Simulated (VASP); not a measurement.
# TePb (Fm-3m) in VASP: notebook, part 2 of 2

VASP 6.6.1. Earlier steps stand in the parts before.

## 3. Single point, PBE

Contents of INCAR:

```
  PREC = Accurate
  ENCUT = 500
  EDIFF = 1E-6
  ISMEAR = -1
  SIGMA = 0.1
  LREAL = False
  LASPH = True
  NELM = 120
  ALGO = Normal
  ISIF = 2
  LWAVE = False
  LCHARG = False
  GGA = PE
  NBANDS = 17
  GGA_COMPAT = False
```

Contents of KPOINTS:

```
Automatic mesh
0
Gamma
  6 6 6
```

Contents of POSCAR:

```
TePb
1.0
    0.0000000000      3.2407309758      3.2407309758
    3.2407309758      0.0000000000      3.2407309758
    3.2407309758      3.2407309758      0.0000000000
Pb Te
1 1
Direct
    0.0000000000      0.0000000000      0.0000000000
    0.5000000000      0.5000000000      0.5000000000
```

Potentials or basis: VASP PAW PBE potentials, release 64 (Pb_d, Te).

Started as:

```console
$ cat potpaw_PBE.64/Pb_d/POTCAR potpaw_PBE.64/Te/POTCAR > POTCAR
$ mpirun -np 1 vasp_std > vasp.out
```

OUTCAR:

```text
PREC = Accurate
   ENCUT = 500
   EDIFF = 1E-6
   ISMEAR = -1
   LREAL = False
   LASPH = True
   NELM = 120
   ISIF = 2
   GGA = PE

 ion  position               nearest neighbor table
   1  0.000  0.000  0.000-   2 3.24   2 3.24   2 3.24   2 3.24   2 3.24   2 3.24
   2  0.500  0.500  0.500-   1 3.24   1 3.24   1 3.24   1 3.24   1 3.24   1 3.24

  LATTYP: Found a face centered cubic cell.
 ALAT       =     6.4814619516

  Lattice vectors:

 A1 = (   0.0000000000,   3.2407309758,   3.2407309758)
 A2 = (   3.2407309758,   0.0000000000,   3.2407309758)
 A3 = (   3.2407309758,   3.2407309758,   0.0000000000)

Analysis of symmetry for initial positions (statically):
=====================================================================
 Subroutine PRICEL returns:
 Original cell was already a primitive cell.

 Routine SETGRP: Setting up the symmetry group for a
 face centered cubic supercell.

 Subroutine GETGRP returns: Found 48 space group operations
 (whereof 48 operations were pure point group operations)
[... 151 lines left out ...]
  free energy    TOTEN  =        -7.50969018 eV

  energy without entropy =       -7.50851350  energy(sigma->0) =       -7.50910184

 E-fermi :   5.9093     XC(G=0):  -9.2604

 val. band max:        5.5067390735   @ k =   0.5000   0.0000   0.0000
 cond. band min:       6.2609570474   @ k =   0.5000   0.0000   0.0000
 fundamental gap:      0.7542179739
 Fermi energy:         5.9092596197

 k-point     1 :       0.0000    0.0000    0.0000
  band No.  band energies     occupation
      1     -11.1991      2.00000
      2     -11.1991      2.00000
      3     -11.1905      2.00000
      4     -11.1905      2.00000
      5     -11.1905      2.00000
      6      -6.4362      2.00000
[... 297 lines left out ...]
      4     -11.1745      2.00000
      5     -11.1655      2.00000
      6      -4.6744      2.00000
[... 9 lines left out ...]
     16      16.1891      0.00000
     17      17.0557      0.00000

------------------------ aborting loop because EDIFF is reached ----------------------------------------

  FORCE on cell =-STRESS in cart. coord.  units (eV):
  Direction    XX          YY          ZZ          XY          YZ          ZX
  --------------------------------------------------------------------------------------
  -------------------------------------------------------------------------------------
  Total        0.7007318      0.7007318      0.7007318      0.0000000      0.0000000      0.0000000
  in kB       16.4931445     16.4931445     16.4931445      0.0000000      0.0000000      0.0000000
  external PRESSURE =      16.4931445 kB  Pullay stress =       0.0000000 kB

 VOLUME and BASIS-vectors are now :
 -----------------------------------------------------------------------------
  energy-cutoff  :      500.00
  volume of cell :       68.07
      direct lattice vectors                 reciprocal lattice vectors
     0.000000000  3.240730976  3.240730976    -0.154286179  0.154286179  0.154286179
     3.240730976  0.000000000  3.240730976     0.154286179 -0.154286179  0.154286179
     3.240730976  3.240730976  0.000000000     0.154286179  0.154286179 -0.154286179

 POSITION                                       TOTAL-FORCE (eV/Angst)
 -----------------------------------------------------------------------------------
      0.00000      0.00000      0.00000         0.000000     -0.000000      0.000000
      3.24073      3.24073      3.24073        -0.000000      0.000000     -0.000000
 -----------------------------------------------------------------------------------
    total drift:                               -0.000000      0.000000      0.000000

  FREE ENERGIE OF THE ION-ELECTRON SYSTEM (eV)
  ---------------------------------------------------
  free  energy   TOTEN  =        -7.5096901809 eV

  energy  without entropy=       -7.5085134973  energy(sigma->0) =       -7.50910184
```

OSZICAR:

```text
N       E                     dE             d eps       ncg     rms          rms(c)
DAV:   1     0.151253484098E+03    0.15125E+03   -0.88413E+03   544   0.110E+03
DAV:   2     0.280092132432E+01   -0.14845E+03   -0.14382E+03   586   0.291E+02
DAV:   3    -0.737101421356E+01   -0.10172E+02   -0.10110E+02   711   0.818E+01
DAV:   4    -0.762256443972E+01   -0.25155E+00   -0.25146E+00   655   0.153E+01
DAV:   5    -0.763486382517E+01   -0.12299E-01   -0.12299E-01   798   0.300E+00    0.331E+00
DAV:   6    -0.751128871525E+01    0.12358E+00   -0.27161E-01   775   0.360E+00    0.204E+00
DAV:   7    -0.750784354915E+01    0.34452E-02   -0.84309E-02   691   0.140E+00    0.913E-01
DAV:   8    -0.750978874393E+01   -0.19452E-02   -0.99113E-03   658   0.101E+00    0.159E-01
DAV:   9    -0.750965561365E+01    0.13313E-03   -0.14567E-03   815   0.407E-01    0.727E-02
DAV:  10    -0.750968466629E+01   -0.29053E-04   -0.18217E-04   594   0.107E-01    0.203E-02
DAV:  11    -0.750969039946E+01   -0.57332E-05   -0.50177E-05   731   0.578E-02    0.196E-02
DAV:  12    -0.750969018090E+01    0.21856E-06   -0.29645E-06   610   0.997E-03
   1 F= -.75096902E+01 E0= -.75091018E+01  d E =-.117668E-02
```

stdout:

```text
POSCAR found type information on POSCAR PbTe
 POSCAR found :  2 types and       2 ions
 scaLAPACK will be used
 LDA part: xc-table for (Slater+PW92), standard interpolation
 POSCAR, INCAR and KPOINTS ok, starting setup
 FFT: planning ... GRIDC
 FFT: planning ... GRID_SOFT
 FFT: planning ... GRID
 WAVECAR not read
 entering main loop
```

It took 34 s on 1 thread of AMD EPYC 7R43 (Zen 3), shared host; peak memory 0.17 GiB.

What came out:

```
Free energy            : -7.5097 eV
Pressure               : 1.6 GPa
Band gap on the k mesh : 0.75 eV
```

Caveat: spin-orbit coupling is left out, which moves the levels of the heavy elements. A k mesh can miss the band edges.

## 4. Single point, PBE, non-collinear spin, zero start, spin-orbit coupling

Contents of INCAR:

```
SYSTEM = TePb
  PREC = Accurate
  ENCUT = 500
  EDIFF = 1E-6
  ISMEAR = -1
  SIGMA = 0.1
  LREAL = .False.
  LASPH = .True.
  NELM = 200
  ALGO = Normal
  ISIF = 2
  LWAVE = .False.
  LCHARG = .True.
  LNONCOLLINEAR = .True.
  MAGMOM = 0 0 0 0 0 0
  LORBIT = 11
  LSORBIT = .True.
  GGA_COMPAT = .False.
  LORBMOM = .True.
  GGA = PE
  LVHAR = .True.
  NBANDS = 32
```

Contents of KPOINTS:

```
regular mesh
0
Gamma
  6 6 6
  0 0 0
```

POSCAR is that of step 3.

Started as:

```console
$ cat potpaw_PBE.64/Pb_d/POTCAR potpaw_PBE.64/Te/POTCAR > POTCAR
$ mpirun -np 1 vasp_ncl > vasp.out
```

Wall time 2.1 min (1 thread of AMD EPYC 7R43 (Zen 3), shared host); peak memory 0.36 GiB.

The run converged. Its results:

```
Free energy                                           : -8.0390 eV
Pressure                                              : 1.5 GPa
Net moment                                            : 0.00 μB per cell
Valence electrons inside the program's atomic spheres : Pb 11.88; Te 3.38
```

Moments on the atoms (μB; x, y, z):
```
Pb  0.00 0.00 0.00
Te  0.00 0.00 0.00
```
